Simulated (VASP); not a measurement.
Hf, 1 atom in the cell. The structure is cubic, space group Im-3m (No. 229). Conventional cell: a = 3.495 Å, b = 3.495 Å, c = 3.495 Å, α = 90.00°, β = 90.00°, γ = 90.00°. Hf (site symmetry m-3m) has 14 Hf at 3.03 to 3.50 Å within 4.0 Å. 

| Quantity | Value |
| --- | --- |
| Program | VASP 6.6.1 |
| Task | relaxation of cell and atoms |
| Functional | PBEsol |
| Potentials or basis | VASP PAW PBE potentials, release 64 (Hf_pv) |
| Cutoff | 600 eV |
| k mesh | 16 × 16 × 16 |
| Occupations | gaussian, width 0.1 eV |
| Spin | no spin polarisation |
| Dipole correction | no |
| Further INCAR settings | ALGO = Normal; EDIFF = 1e-06; IBRION = 2; EDIFFG = -0.01; NSW = 80; ISIF = 3 |

Potentials or basis: VASP PAW PBE potentials, release 64 (Hf_pv).

Run with:

```console
$ cat potpaw_PBE.64/Hf_pv/POTCAR > POTCAR
$ mpirun -np 1 vasp_std > vasp.out
```

Hardware: 1 thread of Intel(R) Xeon(R) Platinum 8488C (Sapphire Rapids), on a shared host.

Question: Estimate the wall time of this run.

Answer: It took 20 s on 1 thread of Intel(R) Xeon(R) Platinum 8488C (Sapphire Rapids), with other jobs on the host, peak memory 0.17 GiB. Counts: scf iterations 23, k points 145, ion steps 3.
